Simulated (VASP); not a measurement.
A run of VASP 6.6.1 is set up as follows.

File INCAR:

```
SYSTEM = W
  ALGO = Fast
  EDIFF = 1E-6
  ENCUT = 520
  GGA = PE
  ISIF = 2
  ISMEAR = 0
  LASPH = .True.
  LCHARG = .True.
  LELF = .True.
  LREAL = .False.
  LVHAR = .True.
  LWAVE = .False.
  NBANDS = 13
  NELM = 100
  PREC = Accurate
  SIGMA = 0.15
```

File KPOINTS:

```
k-points
0
Gamma
  20 20 20
  0 0 0
```

Contents of POSCAR:

```
W
1.0
   -1.5811841927      1.5440940974      1.5440940974
    1.5440940974     -1.5811841927      1.5440940974
    1.5440940974      1.5440940974     -1.5811841927
W
1
Direct
    0.0000000000      0.0000000000      0.0000000000
```

Potentials or basis: VASP PAW PBE potentials, release 64 (W_sv).

Run with:

```bash
$ cat potpaw_PBE.64/W_sv/POTCAR > POTCAR
$ mpirun -np 1 vasp_std > vasp.out
```

What does it give for the band gap on the k mesh?

Zero (band 7 reaches 17.97 eV, above the bottom of band 8 at 11.29 eV).

Estimate the pressure.

35.1 GPa.

Stress tensor (GPa, compression positive):
```
35.08  5.15  5.15
 5.15 35.08  5.15
 5.15  5.15 35.08
```

Caveat: spin-orbit coupling is left out, which moves the levels of the heavy elements.
